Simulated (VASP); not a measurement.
Zr:

```
Zr
1.0
     3.23923    0.00000    0.00000
    -1.61962    2.80526    0.00000
     0.00000    0.00000    5.17222
Zr
2
Direct
  0.33333 0.66667 0.25000
  0.66667 0.33333 0.75000
```

- Program: VASP 6.6.1
- Task: relaxation of cell and atoms
- Functional: LDA
- Potentials or basis: VASP PAW LDA potentials, release 64 (Zr_sv)
- Cutoff: 600 eV
- k mesh: 12 × 12 × 8
- Occupations: gaussian, width 0.1 eV
- Spin: no spin polarisation

At the start: pressure -6.8 GPa; volume 23.50 Å³/atom.

Q: How do energy, volume and symmetry change on relaxing?

A: Over 9 steps the energy falls by 37.5 meV/atom and the volume is 21.82 Å³/atom (-7.2 %); space group P6_3/mmc (No. 194, to 0.1 Å) before and after.

The path:
| step | energy change (eV) | largest force (eV/Å) | pressure (GPa) | volume (Å³) |
| --- | --- | --- | --- | --- |
| 1 | 0.0000 | 0.0000 | -6.79 | 47.00 |
| 2 | 0.0047 | 0.0000 | 8.61 | 40.55 |
| 3 | -0.0746 | 0.0000 | -0.11 | 43.70 |
| 4 | -0.0747 | 0.0000 | 0.05 | 43.63 |
| 5 | -0.0748 | 0.0000 | 0.04 | 43.63 |
| 6 | -0.0749 | 0.0000 | 0.03 | 43.62 |
| 7 | -0.0749 | 0.0000 | 0.04 | 43.62 |
| 8 | -0.0749 | 0.0000 | -0.07 | 43.65 |
| 9 | -0.0749 | 0.0000 | 0.01 | 43.64 |

Final structure:
```
Zr
1.0
     3.15394    0.00000    0.00000
    -1.57697    2.73139    0.00000
     0.00000    0.00000    5.06558
Zr
2
Direct
  0.33333 0.66667 0.25000
  0.66667 0.33333 0.75000
```
